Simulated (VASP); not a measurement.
# Mn (Im-3m) in VASP: single point with PBE

Aim: the single point of Mn with PBE.

Program: VASP 6.6.1. These are calculated values, not measurements. Logs are shortened: lines on timing, memory, paths and dates and some standing lists are left out, and cuts for length are marked.

## Step 1: The cell of the first run

It takes space group Im-3m (No. 229, cubic). Conventional cell: a = 3.081 Å, b = 3.081 Å, c = 3.081 Å, α = 90.00°, β = 90.00°, γ = 90.00°. Within 3.5 Å of Mn (site symmetry m-3m) lie 14 Mn at 2.67 to 3.08 Å.

This isn't the form of Mn at room conditions, which is a 58-atom cubic cell.

## Step 2: Single point, PBE, collinear spin

File INCAR:

```
SYSTEM = Mn
PREC     = Accurate       ! precision mode
ENCUT    = 520            ! plane-wave cutoff, eV
EDIFF    = 1E-7           ! SCF threshold, eV
ISMEAR   = -1             ! smearing method
SIGMA    = 0.1            ! smearing width, eV
LREAL    = .FALSE.        ! projectors in reciprocal space
LASPH    = .TRUE.         ! aspherical terms in the spheres
NELM     = 150            ! most SCF steps
ALGO     = Normal         ! electronic algorithm
ISIF     = 2              ! what is computed and relaxed
LWAVE    = .FALSE.        ! write WAVECAR
LCHARG   = .TRUE.         ! write CHGCAR
ISPIN    = 2              ! spin polarisation
MAGMOM   = 0 4.5          ! initial moments
LORBIT   = 11             ! projections on sites
LMAXMIX  = 4              ! l up to which the mixer works
GGA      = PE             ! functional
LELF     = .TRUE.         ! ELF
LVHAR    = .TRUE.       
ISYM     = 0            
NBANDS   = 24             ! bands
```

File KPOINTS:

```
Automatic mesh
0
G
  10 6 11
  0 0 0
```

File POSCAR:

```
Mn
1.0
    0.0000000000      0.0000000000     -3.0810000000
    3.0810000000     -3.0810000000      0.0000000000
   -1.5405000000     -1.5405000000      1.5405000000
Mn
2
Direct
    0.0000000000      0.0000000000      0.0000000000
    0.5000000000      0.5000000000      0.0000000000
```

Potentials or basis: VASP PAW PBE potentials, release 64 (Mn_pv).

Started as:

```
$ cat potpaw_PBE.64/Mn_pv/POTCAR > POTCAR
$ mpirun -np 1 vasp_std > vasp.out
```

OUTCAR:

```text
SYSTEM = Mn
   PREC = Accurate
   ENCUT = 520
   EDIFF = 1E-7
   ISMEAR = -1
   LREAL = .FALSE.
   LASPH = .TRUE.
   NELM = 150
   ISIF = 2
   ISPIN = 2
   LORBIT = 11
   GGA = PE
   ISYM = 0

 ion  position               nearest neighbor table
   1  0.000  0.000  0.000-   2 2.67   2 2.67   2 2.67   2 2.67   2 3.08   2 3.08   2 3.08   2 3.08

   2  0.500  0.500  0.000-   1 2.67   1 2.67   1 2.67   1 2.67   1 3.08   1 3.08   1 3.08   1 3.08

IMPORTANT INFORMATION: All symmetrisations will be switched off!
NOSYMM: (Re-)initialisation of all symmetry stuff for point group C_1.

----------------------------------------------------------------------------------------

                                     Primitive cell

  volume of cell :      29.2466

  direct lattice vectors                    reciprocal lattice vectors
     0.000000000  0.000000000 -3.081000000    -0.162284972 -0.162284972 -0.324569945
     3.081000000 -3.081000000  0.000000000     0.162284972 -0.162284972  0.000000000
    -1.540500000 -1.540500000  1.540500000    -0.324569945 -0.324569945  0.000000000

  length of vectors
     3.081000000  4.357191986  2.668224269     0.397515375  0.229505609  0.459011218

  position of ions in fractional coordinates (direct lattice)
     0.000000000  0.000000000  0.000000000
     0.500000000  0.500000000  0.000000000

  ion indices of the primitive-cell ions
   primitive index   ion index
                 1           1
                 2           2

----------------------------------------------------------------------------------------

 KPOINTS: Automatic mesh

Automatic generation of k-mesh.
 Grid dimensions read from file:
 generate k-points for:   10    6   11

 Generating k-lattice:

  Cartesian coordinates                     Fractional coordinates (reciprocal lattice)
    -0.016228497 -0.016228497 -0.032456994     0.100000000  0.000000000  0.000000000
     0.027047495 -0.027047495  0.000000000     0.000000000  0.166666667  0.000000000
    -0.029506359 -0.029506359  0.000000000     0.000000000  0.000000000  0.090909091

  Length of vectors
     0.039751538  0.038250935  0.041728293

  Shift w.r.t. Gamma in fractional coordinates (k-lattice)
     0.000000000  0.000000000  0.000000000

 -----------------------------------------------------------------------------
|                                                                             |
|           W    W    AA    RRRRR   N    N  II  N    N   GGGG   !!!           |
|           W    W   A  A   R    R  NN   N  II  NN   N  G    G  !!!           |
|           W    W  A    A  R    R  N N  N  II  N N  N  G       !!!           |
|           W WW W  AAAAAA  RRRRR   N  N N  II  N  N N  G  GGG   !            |
|           WW  WW  A    A  R   R   N   NN  II  N   NN  G    G                |
|           W    W  A    A  R    R  N    N  II  N    N   GGGG   !!!           |
|                                                                             |
|     Your reciprocal lattice and k-lattice belong to different lattice       |
|     classes:                                                                |
|                                                                             |
|        The reciprocal lattice is base centered orthorhombic,                |
|        whereas your k-lattice is simple monoclinic.                         |
|                                                                             |
|     Results are often still useful ...                                      |
|                                                                             |
 -----------------------------------------------------------------------------

 WARNING: IBZKPT: internal override: KBLOWUP is changed to .FALSE.
      ... skipping the blow-up phase ...

 Subroutine IBZKPT returns following result:
 ===========================================

 Found    332 irreducible k-points:

 Following reciprocal coordinates:
            Coordinates               Weight
  0.000000  0.000000  0.000000      1.000000
  0.100000  0.000000  0.000000      2.000000
  0.200000  0.000000  0.000000      2.000000
  0.300000  0.000000  0.000000      2.000000
  0.400000  0.000000  0.000000      2.000000
  0.500000  0.000000  0.000000      1.000000
[... 16 lines left out ...]
 -0.400000  0.333333  0.000000      2.000000
 -0.300000  0.333333  0.000000      2.000000
 [... further k-points ...]
   k-points           NKPTS =    332   k-points in BZ     NKDIM =    332   number of bands    NBANDS=     24
   number of dos      NEDOS =    301   number of ions     NIONS =      2
   total plane-waves  NPLWV =  15360
   dimension x,y,z NGX =    24 NGY =   32 NGZ =   20
   dimension x,y,z NGXF=    48 NGYF=   64 NGZF=   40
   ions per type =               2
   NGX,Y,Z   is equivalent  to a cutoff of  12.95, 12.21, 12.46 a.u.
   NGXF,Y,Z  is equivalent  to a cutoff of  25.90, 24.42, 24.92 a.u.
 SYSTEM =  Mn
   PREC   = accura    normal or accurate (medium, high low for compatibility)
   ISTART =      0    job   : 0-new  1-cont  2-samecut
   ICHARG =      2    charge: 1-file 2-atom 10-const
   ISPIN  =      2    spin polarized calculation?
   LNONCOLLINEAR =      F non collinear calculations
   LSORBIT =      F    spin-orbit coupling
   LASPH  =      T    aspherical Exc in radial PAW
   ENCUT  =  520.0 eV  38.22 Ry    6.18 a.u.   5.73  8.10  4.96*2*pi/ulx,y,z
   NELM   =    150;   NELMIN=  2; NELMDL= -5     # of ELM steps
   EDIFF  = 0.1E-06   stopping-criterion for ELM
   LREAL  =      F    real-space projection
   EDIFFG = 0.1E-05   stopping-criterion for IOM
   NSW    =      0    number of steps for IOM
   IBRION =     -1    ionic relax: 0-MD 1-quasi-New 2-CG
   NFREE  =      0    steps in history (QN), initial steepest desc. (CG)
   ISIF   =      2    stress and relaxation
   ISYM   =      0    0-nonsym 1-usesym 2-fastsym
   POTIM  = 0.5000    time-step for ionic-motion
   TEBEG  =    0.0;   TEEND  =   0.0 temperature during run
   PSTRESS=    0.0 pullay stress
   NELECT =      26.0000    total number of electrons
   NUPDOWN=      -1.0000    fix difference up-down
   EMIN   =  10.00;   EMAX   =-10.00  energy-range for DOS
   EFERMI =   0.00;   METHOD = LEGACY
   ISMEAR =    -1;   SIGMA  =   0.10  broadening in eV -4-tet -1-fermi 0-gaus
   EFERMI_NEDOS =   21; number of points for ismear=-14 and -15
   IALGO  =     38    algorithm
   IMIX   =      4    mixing-type and parameters
     AMIX     =   0.40;   BMIX     =  1.00
     AMIX_MAG =   1.60;   BMIX_MAG =  1.00
  volume/ion in A,a.u.               =      14.62        98.68
  Fermi-wavevector in a.u.,A,eV,Ry     =   1.574131  2.974677 33.713725  2.477889
  Thomas-Fermi vector in A             =   2.675311
   LORBIT       =     11    0 simple, 1 ext, 2 COOP (PROOUT), +10 PAW based schemes
   GGA     = PE    functional components
   LHFCALC =     F    Hartree Fock is set to
   AEXX    =    0.0000 exact exchange contribution
   IVDW    =     0    specifies the selected vdW correction
   LEPSILON=     F    determine dielectric tensor
   LRPA    =     F    only Hartree local field effects (RPA)
 spin polarized calculation
  energy-cutoff  :      520.00
  volume of cell :       29.25
 maximum number of plane-waves:       806
   NGX = 11   NGY = 17   NGZ =  9

 number of electron      26.0000008 magnetization       4.5428878

 Free energy of the ion-electron system (eV)
  ---------------------------------------------------
  ext. energy  EPLUGINS =         0.00000000
  ---------------------------------------------------
  free energy    TOTEN  =       -16.72437833 eV

  energy without entropy =      -16.54855322  energy(sigma->0) =      -16.63646578

 E-fermi :   6.7961     XC(G=0): -12.2008

 val. band max:        6.7928013715   @ k =   0.4000   0.0000   0.3636
 cond. band min:       6.7985451409   @ k =  -0.4000   0.0000   0.0909
 fundamental gap:      0.0057437694
 Fermi energy:         6.7961021717

 spin component 1

 k-point     1 :       0.0000    0.0000    0.0000
  band No.  band energies     occupation
      1     -42.1254      1.00000
      2     -42.0335      1.00000
      3     -42.0082      1.00000
      4     -41.6262      1.00000
      5     -41.5741      1.00000
      6     -41.5279      1.00000
[... 16 lines left out ...]
     23      28.0970      0.00000
     24      28.1010      0.00000

 k-point     2 :       0.1000    0.0000    0.0000
  band No.  band energies     occupation
      1     -42.1201      1.00000
      2     -42.0440      1.00000
      3     -42.0162      1.00000
      4     -41.6275      1.00000
      5     -41.5847      1.00000
      6     -41.5369      1.00000
[... 586 lines left out ...]
 k-point    24 :      -0.3000    0.3333    0.0000
  band No.  band energies     occupation
      1     -42.1517      1.00000
      2     -42.0881      1.00000
      3     -42.0257      1.00000
      4     -41.6740      1.00000
      5     -41.6363      1.00000
      6     -41.5526      1.00000
[... 16 lines left out ...]
     23      23.9572      0.00000
     24      25.6870      0.00000

 [... further k-points ...]

 spin component 2

 k-point     1 :       0.0000    0.0000    0.0000
  band No.  band energies     occupation
      1     -39.7492      1.00000
      2     -39.6639      1.00000
      3     -39.5727      1.00000
      4     -39.1537      1.00000
      5     -39.0477      1.00000
      6     -39.0173      1.00000
[... 16 lines left out ...]
     23      28.0575      0.00000
     24      28.0589      0.00000

 k-point     2 :       0.1000    0.0000    0.0000
  band No.  band energies     occupation
      1     -39.7436      1.00000
      2     -39.6731      1.00000
      3     -39.5839      1.00000
      4     -39.1549      1.00000
      5     -39.0599      1.00000
      6     -39.0268      1.00000
[... 586 lines left out ...]
 k-point    24 :      -0.3000    0.3333    0.0000
  band No.  band energies     occupation
      1     -39.7692      1.00000
      2     -39.7090      1.00000
      3     -39.6154      1.00000
      4     -39.1720      1.00000
      5     -39.1585      1.00000
      6     -39.0371      1.00000
[... 16 lines left out ...]
     23      24.1745      0.00000
     24      26.5390      0.00000

 [... further k-points ...]

------------------------ aborting loop because EDIFF is reached ----------------------------------------

  FORCE on cell =-STRESS in cart. coord.  units (eV):
  Direction    XX          YY          ZZ          XY          YZ          ZX
  --------------------------------------------------------------------------------------
  -------------------------------------------------------------------------------------
  Total       -4.1393120     -4.1393120     -4.1994349      0.0011892      0.0042076      0.0042075
  in kB     -226.7585367   -226.7585414   -230.0521711      0.0651455      0.2304976      0.2304955
  external PRESSURE =    -227.8564164 kB  Pullay stress =       0.0000000 kB

 VOLUME and BASIS-vectors are now :
 -----------------------------------------------------------------------------
  energy-cutoff  :      520.00
  volume of cell :       29.25
      direct lattice vectors                 reciprocal lattice vectors
     0.000000000  0.000000000 -3.081000000    -0.162284972 -0.162284972 -0.324569945
     3.081000000 -3.081000000  0.000000000     0.162284972 -0.162284972  0.000000000
    -1.540500000 -1.540500000  1.540500000    -0.324569945 -0.324569945  0.000000000

 POSITION                                       TOTAL-FORCE (eV/Angst)
 -----------------------------------------------------------------------------------
      0.00000      0.00000      0.00000        -0.000000     -0.000000      0.000000
      1.54050     -1.54050     -1.54050         0.000000      0.000000     -0.000000
 -----------------------------------------------------------------------------------
    total drift:                               -0.000000     -0.000000     -0.000000

  FREE ENERGIE OF THE ION-ELECTRON SYSTEM (eV)
  ---------------------------------------------------
  free  energy   TOTEN  =       -16.7243783344 eV

  energy  without entropy=      -16.5485532182  energy(sigma->0) =      -16.63646578

 total charge

# of ion       s       p       d       tot
------------------------------------------
    1        0.325   6.229   4.998  11.552
    2        0.326   6.235   4.976  11.537
--------------------------------------------------
tot          0.651  12.464   9.974  23.088

 magnetization (x)

# of ion       s       p       d       tot
------------------------------------------
    1       -0.011  -0.015   1.786   1.759
    2       -0.002  -0.002   2.741   2.738
--------------------------------------------------
tot         -0.013  -0.017   4.527   4.497
```

It took 8.7 min on 1 thread of Intel Xeon Platinum 8488C (Sapphire Rapids), shared host; peak memory 0.4 GiB.

What came out:

```yaml
Free_energy: -16.7244 eV
Pressure: -22.8 GPa
Net_moment: 4.54 μB per cell
Site_moments: Mn +1.76, +2.74 μB
Valence_electrons_inside_the_program's_atomic_spheres: Mn 11.55, 11.54
```

Caveat: the cell stands under tension.
